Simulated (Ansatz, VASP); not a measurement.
One calculation of VSi2, two programs

```
V Si
1.0
     4.53480    0.00000    0.00000
    -2.26740    3.92725    0.00000
     0.00000    0.00000    6.31890
V Si
3 6
Direct
  0.50000 0.00000 0.50000
  0.50000 0.50000 0.83333
  0.00000 0.50000 0.16667
  0.32499 0.16249 0.16667
  0.83751 0.16249 0.83333
  0.16249 0.32499 0.50000
  0.67501 0.83751 0.16667
  0.16249 0.83751 0.83333
  0.83751 0.67501 0.50000
```

Alike in both runs: functional PBE; k mesh 7 × 7 × 4; occupations fermi-dirac, width 0.05 eV; collinear spin.

|  | VASP | Ansatz |
| --- | --- | --- |
| version | VASP 6.6.1 | Ansatz 0.2.0 |
| potentials or method | VASP PAW PBE potentials, release 64 (V_sv, Si), cutoff 520 eV | all-electron LAPW, scalar-relativistic |
| task | single point | band structure |

```tsv
	VASP	Ansatz	Ansatz less VASP
gap on the k mesh at the Fermi level (eV)	none	none	-
pressure (GPa)	4.0	3.9	-0.04
traceless stress, the component that is largest in VASP (GPa)	0.94	0.94	+0.004
rms of the force components (eV/Å)	0.032	0.034	+0.0015
net moment per atom (μB)	0.00	0.00	-0.001
```

Atom by atom the forces differ by 0.002 eV/Å (rms over components). A gap of «none» marks a metal or a gap that the smearing closes. Ansatz ran all-electron here, and VASP with PAW potentials.
